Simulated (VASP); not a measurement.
Here is a VASP 6.6.1 calculation.

The input POSCAR:

```
KTaO3
1.0
    3.9901309440      0.0000000000      0.0000000000
    0.0000000000      3.9901309440      0.0000000000
    0.0000000000      0.0000000000      3.9901309440
K Ta O
1 1 3
Direct
    0.5000000000      0.5000000000      0.5000000000
    0.0000000000      0.0000000000      0.0000000000
    0.5000000000      0.0000000000      0.0000000000
    0.0000000000      0.5000000000      0.0000000000
    0.0000000000      0.0000000000      0.5000000000
```

The input INCAR.step1:

```
PREC = Accurate ; ENCUT = 520
ISMEAR = -1 ; SIGMA = 0.02
LREAL = False ; LASPH = True
NELM = 60 ; NBANDS = 27
GGA = PE ; ALGO = Normal
EDIFF = 1E-4 ; LWAVE = True
LCHARG = False
```

The input INCAR.step2:

```
PREC = Accurate ; ENCUT = 520
EDIFF = 1E-6 ; ISMEAR = -1
SIGMA = 0.02 ; LREAL = False
LASPH = True ; NELM = 60
ALGO = Normal ; ISIF = 2
LWAVE = False ; LCHARG = True
METAGGA = R2SCAN ; LMIXTAU = True
LELF = True ; LVHAR = True
NBANDS = 27 ; ISTART = 1
```

File KPOINTS:

```
Automatic mesh
0
Gamma
  6 6 6
```

Potentials or basis: VASP PAW PBE potentials, release 64 (K_sv, Ta_pv, O).

Launch:

```sh
$ cat potpaw_PBE.64/K_sv/POTCAR potpaw_PBE.64/Ta_pv/POTCAR potpaw_PBE.64/O/POTCAR > POTCAR
$ cp INCAR.step1 INCAR
$ mpirun -np 1 vasp_std > vasp.out
$ cp INCAR.step2 INCAR
$ mpirun -np 1 vasp_std > vasp.out
```

(1) Estimate the pressure.

(2) Estimate the band gap on the k mesh.

## Answers

(1) 0.9 GPa.

(2) 2.59 eV, indirect (least direct gap 3.25 eV).

Caveat: the PAW data sets were made with another functional, which shifts forces and pressure a little; spin-orbit coupling is left out, which moves the levels of the heavy elements.
